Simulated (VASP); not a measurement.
# Ru: single point with revPBE

The system is Ru.

```
CELL_PARAMETERS angstrom
2.58797 0.00000 0.00000
0.00000 2.58797 0.00000
0.00000 0.00000 2.58797
ATOMIC_POSITIONS crystal
Ru 0.00000 0.00000 0.00000
```

This isn't the form of Ru at room conditions, which is hcp.

```yaml
Program: VASP 6.6.1
Task: single point
Functional: revPBE
Potentials_or_basis: VASP PAW PBE potentials, release 64 (Ru_pv)
Cutoff: 520 eV
k_mesh: 14 × 14 × 14
Occupations: fermi-dirac, width 0.1 eV
Spin: no spin polarisation
Dipole_correction: no
Further_INCAR_settings: ALGO = Normal; EDIFF = 1e-06; NBANDS = 13
```

- Pressure: -13.3 GPa
- Band gap on the k mesh: zero (bands 7 and 8 overlap by 3.86 eV)

Levels at points of the mesh, in eV from the Fermi level:
| k point | band 5 | band 6 | band 7 | band 8 | band 9 | band 10 |
| --- | --- | --- | --- | --- | --- | --- |
| (0.00, 0.00, 0.00) | -4.67 | -4.67 | 1.40 | 1.40 | 1.40 | 11.15 |
| (0.50, 0.00, 0.00) | -4.01 | -0.83 | -0.83 | -0.05 | 1.61 | 6.55 |
| (0.50, 0.50, 0.00) | -3.19 | -0.40 | -0.40 | 3.04 | 5.41 | 5.41 |
| (0.50, 0.50, 0.50) | -4.06 | -4.06 | 3.19 | 3.19 | 9.40 | 11.15 |

Run time: 23 s on 1 thread of Intel Xeon 8259CL, with other jobs on the host, peak memory 0.14 GiB.

Caveat: the cell stands under tension; an empty level that is flat over the whole mesh can mark a ghost state of the potentials, or a narrow d or f band; the PAW data sets were made with another functional, which shifts forces and pressure a little.
